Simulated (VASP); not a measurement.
# NiO (Fm-3m) in VASP: a series of runs, part 2 of 2

VASP 6.6.1. Earlier steps stand in the parts before.

## 3. Relaxation of cell and atoms, PBE, collinear spin, ferromagnetic start

This run uses another cell than the first one, of 9.39 Å³/atom.

Input file INCAR:

```
SYSTEM = NiO
  ALGO = Normal
  EDIFF = 1E-6
  EDIFFG = -0.005
  ENCUT = 600
  GGA = PE
  IBRION = 2
  ISIF = 3
  ISMEAR = 0
  ISPIN = 2
  LASPH = .True.
  LCHARG = .False.
  LMAXMIX = 4
  LORBIT = 11
  LREAL = .False.
  LWAVE = .False.
  MAGMOM = 1.64 0.34
  NELM = 150
  NSW = 100
  PREC = Accurate
  SIGMA = 0.1
```

Input file KPOINTS:

```
k-points
0
Gamma
  18 18 18
  0 0 0
```

Input file POSCAR:

```
NiO
1.0
    0.0000000000      2.1097855589      2.1097855589
    2.1097855589      0.0000000000      2.1097855589
    2.1097855589      2.1097855589      0.0000000000
Ni O
1 1
Direct
    0.0000000000      0.0000000000      0.0000000000
    0.5000000000      0.5000000000      0.5000000000
```

Potentials or basis: VASP PAW PBE potentials, release 64 (Ni, O).

Run with:

```
> cat potpaw_PBE.64/Ni/POTCAR potpaw_PBE.64/O/POTCAR > POTCAR
> mpirun -np 1 vasp_std > vasp.out
```

OUTCAR:

```text
SYSTEM = NiO
   EDIFF = 1E-6
   EDIFFG = -0.005
   ENCUT = 600
   GGA = PE
   IBRION = 2
   ISIF = 3
   ISMEAR = 0
   ISPIN = 2
   LASPH = .True.
   LORBIT = 11
   LREAL = .False.
   NELM = 150
   NSW = 100
   PREC = Accurate

 ion  position               nearest neighbor table
   1  0.000  0.000  0.000-   2 2.11   2 2.11   2 2.11   2 2.11   2 2.11   2 2.11
   2  0.500  0.500  0.500-   1 2.11   1 2.11   1 2.11   1 2.11   1 2.11   1 2.11

  LATTYP: Found a face centered cubic cell.
 ALAT       =     4.2195711178

  Lattice vectors:

 A1 = (   0.0000000000,   2.1097855589,   2.1097855589)
 A2 = (   2.1097855589,   0.0000000000,   2.1097855589)
 A3 = (   2.1097855589,   2.1097855589,   0.0000000000)

Analysis of symmetry for initial positions (statically):
=====================================================================
 Subroutine PRICEL returns:
 Original cell was already a primitive cell.

 Routine SETGRP: Setting up the symmetry group for a
 face centered cubic supercell.

 Subroutine GETGRP returns: Found 48 space group operations
 (whereof 48 operations were pure point group operations)
 out of a pool of 48 trial point group operations.

The static configuration has the point symmetry O_h .

Analysis of symmetry for dynamics (positions and initial velocities):
=====================================================================
 Subroutine PRICEL returns:
 Original cell was already a primitive cell.

 Routine SETGRP: Setting up the symmetry group for a
 face centered cubic supercell.

 Subroutine GETGRP returns: Found 48 space group operations
 (whereof 48 operations were pure point group operations)
 out of a pool of 48 trial point group operations.

The dynamic configuration has the point symmetry O_h .

Analysis of structural, dynamic, and magnetic symmetry:
=====================================================================
 Subroutine PRICEL returns:
 Original cell was already a primitive cell.

 Routine SETGRP: Setting up the symmetry group for a
 face centered cubic supercell.

 Subroutine GETGRP returns: Found 48 space group operations
 (whereof 48 operations were pure point group operations)
 out of a pool of 48 trial point group operations.

The overall configuration has the point symmetry O_h .

 Subroutine INISYM returns: Found 48 space group operations
 (whereof 48 operations are pure point group operations),
 and found     1 'primitive' translations

----------------------------------------------------------------------------------------

                                     Primitive cell

  volume of cell :      18.7821

  direct lattice vectors                    reciprocal lattice vectors
     0.000000000  2.109785559  2.109785559    -0.236990910  0.236990910  0.236990910
     2.109785559  0.000000000  2.109785559     0.236990910 -0.236990910  0.236990910
     2.109785559  2.109785559  0.000000000     0.236990910  0.236990910 -0.236990910

  length of vectors
     2.983687351  2.983687351  2.983687351     0.410480297  0.410480297  0.410480297

  position of ions in fractional coordinates (direct lattice)
     0.000000000  0.000000000  0.000000000
     0.500000000  0.500000000  0.500000000

  ion indices of the primitive-cell ions
   primitive index   ion index
                 1           1
                 2           2

----------------------------------------------------------------------------------------

 KPOINTS: k-points

Automatic generation of k-mesh.
 Grid dimensions read from file:
[... 71 lines left out ...]
   ISIF   =      3    stress and relaxation
   ISYM   =      2    0-nonsym 1-usesym 2-fastsym
   POTIM  = 0.5000    time-step for ionic-motion
   TEBEG  =    0.0;   TEEND  =   0.0 temperature during run
   PSTRESS=    0.0 pullay stress
   NELECT =      16.0000    total number of electrons
   NUPDOWN=      -1.0000    fix difference up-down
   EMIN   =  10.00;   EMAX   =-10.00  energy-range for DOS
   EFERMI =   0.00;   METHOD = LEGACY
   ISMEAR =     0;   SIGMA  =   0.10  broadening in eV -4-tet -1-fermi 0-gaus
   EFERMI_NEDOS =   21; number of points for ismear=-14 and -15
   IALGO  =     38    algorithm
   IMIX   =      4    mixing-type and parameters
     AMIX     =   0.40;   BMIX     =  1.00
     AMIX_MAG =   1.60;   BMIX_MAG =  1.00
  volume/ion in A,a.u.               =       9.39        63.37
  Fermi-wavevector in a.u.,A,eV,Ry     =   1.551910  2.932685 32.768604  2.408424
  Thomas-Fermi vector in A             =   2.656361
   LORBIT       =     11    0 simple, 1 ext, 2 COOP (PROOUT), +10 PAW based schemes
   GGA     = PE    functional components
   LHFCALC =     F    Hartree Fock is set to
   AEXX    =    0.0000 exact exchange contribution
   IVDW    =     0    specifies the selected vdW correction
   LEPSILON=     F    determine dielectric tensor
   LRPA    =     F    only Hartree local field effects (RPA)
 conjugate gradient relaxation of ions
 spin polarized calculation
 Gauss-broadening in eV      SIGMA  =   0.10
  energy-cutoff  :      600.00
  volume of cell :       18.78
 maximum number of plane-waves:       640
   NGX = 11   NGY = 11   NGZ = 11

--------------------------------------- Ionic step        1  -------------------------------------------

 number of electron      16.0000015 magnetization       1.7755907

 Free energy of the ion-electron system (eV)
  ---------------------------------------------------
  ext. energy  EPLUGINS =         0.00000000
  ---------------------------------------------------
  free energy    TOTEN  =       -11.48361964 eV

  energy without entropy =      -11.47766751  energy(sigma->0) =      -11.48064357

------------------------ aborting loop because EDIFF is reached ----------------------------------------

  FORCE on cell =-STRESS in cart. coord.  units (eV):
  Direction    XX          YY          ZZ          XY          YZ          ZX
  --------------------------------------------------------------------------------------
  -------------------------------------------------------------------------------------
  Total       -0.1214051     -0.1214051     -0.1214051      0.0000000     -0.0000000      0.0000000
  in kB      -10.3562473    -10.3562473    -10.3562473      0.0000000     -0.0000000      0.0000000
  external PRESSURE =     -10.3562473 kB  Pullay stress =       0.0000000 kB
[... 59 lines left out ...]
--------------------------------------- Ionic step        3  -------------------------------------------

 number of electron      16.0000013 magnetization       1.7597340

 Free energy of the ion-electron system (eV)
  ---------------------------------------------------
  ext. energy  EPLUGINS =         0.00000000
  ---------------------------------------------------
  free energy    TOTEN  =       -11.48399175 eV

  energy without entropy =      -11.47799785  energy(sigma->0) =      -11.48099480

 E-fermi :   7.5392     XC(G=0): -12.5359

 val. band max:        7.5327362116   @ k =  -0.2222   0.2222   0.0556
 cond. band min:       7.5423243159   @ k =  -0.3333   0.2222   0.0000
 fundamental gap:      0.0095881043
 Fermi energy:         7.5392073724

 spin component 1

 k-point     1 :       0.0000    0.0000    0.0000
  band No.  band energies     occupation
      1     -12.5946      1.00000
      2       4.4333      1.00000
      3       4.4334      1.00000
      4       4.6492      1.00000
      5       4.6492      1.00000
      6       4.6492      1.00000
      7       4.9384      1.00000
      8       4.9385      1.00000
      9       4.9385      1.00000
     10       8.9448      0.00000
     11      25.3201      0.00000
     12      26.2817      0.00000
     13      26.2818      0.00000
[... 356 lines left out ...]
      2       1.5955      1.00000
      3       2.4954      1.00000
      4       2.8043      1.00000
      5       5.1512      1.00000
      6       5.1953      1.00000
      7       5.6292      1.00000
      8       6.4123      1.00000
      9       6.9273      1.00000
     10      11.6823      0.00000
     11      19.7825      0.00000
     12      23.0668      0.00000
     13      23.9471      0.00000

 [... further k-points ...]

 spin component 2

 k-point     1 :       0.0000    0.0000    0.0000
  band No.  band energies     occupation
      1     -12.1545      1.00000
      2       5.1558      1.00000
      3       5.1558      1.00000
      4       5.1558      1.00000
      5       5.7533      1.00000
      6       5.7535      1.00000
      7       5.7536      1.00000
      8       6.9859      1.00000
      9       6.9861      1.00000
     10       9.2921      0.00000
     11      25.2576      0.00000
     12      26.4937      0.00000
     13      26.4940      0.00000
[... 397 lines left out ...]
  FREE ENERGIE OF THE ION-ELECTRON SYSTEM (eV)
  ---------------------------------------------------
  free  energy   TOTEN  =       -11.4839917500 eV

  energy  without entropy=      -11.4779978511  energy(sigma->0) =      -11.48099480

 reached required accuracy - stopping structural energy minimisation

 total charge

# of ion       s       p       d       tot
------------------------------------------
    1        0.324   0.386   8.231   8.941
    2        1.553   3.413   0.000   4.966
--------------------------------------------------
tot          1.877   3.799   8.231  13.907

 magnetization (x)

# of ion       s       p       d       tot
------------------------------------------
    1        0.011   0.015   1.421   1.447
    2        0.027   0.241   0.000   0.268
--------------------------------------------------
tot          0.039   0.256   1.421   1.715
```

OSZICAR:

```text
N       E                     dE             d eps       ncg     rms          rms(c)
DAV:   1     0.960051683378E+02    0.96005E+02   -0.85325E+03 10377   0.169E+03
DAV:   2    -0.725536743618E+01   -0.10326E+03   -0.91065E+02 10920   0.308E+02
[... 26 lines left out ...]
DAV:   2    -0.114841093357E+02    0.85395E-03   -0.33710E-03 11310   0.137E+00    0.158E-01
DAV:   3    -0.114840231212E+02    0.86214E-04   -0.48703E-04 14051   0.633E-01    0.908E-02
DAV:   4    -0.114840006722E+02    0.22449E-04   -0.68922E-05 14746   0.196E-01    0.262E-02
DAV:   5    -0.114839942644E+02    0.64078E-05   -0.10392E-05 14909   0.499E-02    0.192E-02
DAV:   6    -0.114839918420E+02    0.24224E-05   -0.30234E-06  8800   0.250E-02    0.818E-03
DAV:   7    -0.114839917500E+02    0.92083E-07   -0.55987E-07  5094   0.172E-02
   3 F= -.11483992E+02 E0= -.11480995E+02  d E =-.372114E-03  mag=     1.7598
```

It took 5.7 min on 1 thread of Oxide Virtual Turin-like, shared host; peak memory 0.19 GiB.

What came out:

* Free energy: -11.4840 eV
* Relaxed volume: 9.33 Å³/atom
* Relaxed cell: a = 2.978 Å, b = 2.978 Å, c = 2.978 Å, α = 60.00°, β = 60.00°, γ = 60.00°
* Space group after relaxing (to 0.1 Å): Fm-3m (No. 225)
* Energy gained by relaxing: 0.2 meV/atom
* Ionic steps: 3
* Pressure after relaxing: 0.0 GPa
* Net moment: 1.76 μB per cell
* Site moments: Ni +1.45; O +0.27 μB
* Valence electrons inside the program's atomic spheres: Ni 8.94; O 4.97

The path:
```
step  energy change (eV)  largest force (eV/Å)  pressure (GPa)  volume (Å³)
   1              0.0000                0.0000           -1.04        18.78
   2             -0.0003                0.0000            0.38        18.62
   3             -0.0004                0.0000            0.04        18.67
```

Final structure:
```
Ni O
1.0
     0.00000    2.10542    2.10542
     2.10542    0.00000    2.10542
     2.10542    2.10542    0.00000
Ni O
1 1
Direct
  0.00000 0.00000 0.00000
  0.50000 0.50000 0.50000
```

Levels at points of the mesh, in eV from the Fermi level:
Spin up:
```csv
k point,band 7,band 8,band 9,band 10,band 11,band 12
"(0.00, 0.00, 0.00)",-2.60,-2.60,-2.60,1.41,17.78,18.74
"(0.50, 0.00, 0.00)",-1.42,0.24,0.24,5.55,9.73,13.86
"(0.50, 0.50, 0.00)",-2.28,-1.65,-1.65,5.98,10.41,12.13
```
Spin down:
| k point | band 5 | band 6 | band 7 | band 8 | band 9 | band 10 |
| --- | --- | --- | --- | --- | --- | --- |
| (0.00, 0.00, 0.00) | -1.79 | -1.79 | -1.79 | -0.55 | -0.55 | 1.75 |
| (0.50, 0.00, 0.00) | -0.93 | -0.93 | -0.57 | 2.17 | 2.17 | 5.72 |
| (0.50, 0.50, 0.00) | -2.71 | -0.75 | -0.75 | -0.15 | 0.34 | 6.43 |

Caveat: a cell with one magnetic atom can't hold antiferromagnetic order, which such compounds often take; semilocal functionals often make such compounds metallic where correlation or magnetic order opens a gap, which also shifts bond lengths. With open d or f shells a metallic result of PBE can be an artefact of self-interaction; +U or a hybrid may open a gap.

## 4. Comparison with measurements

Step 2. Measured gap of NiO: 4.3 eV (quoted in “Local correlations, non-local screening, multiplets, and band formation in NiO”, 2012, arxiv:1210.6675). This calculation gives 0.00 eV (-4.30 eV). So large a miss can be the level of theory's own, or it may mean another phase, state or a wrong row. The value is that of PBE on a finite k mesh, which can miss the band edges, without temperature or zero-point motion. Semilocal functionals fall short of measured gaps as a rule. The run's magnetic order (collinear spin, ferromagnetic start) needn't be the measured crystal's.
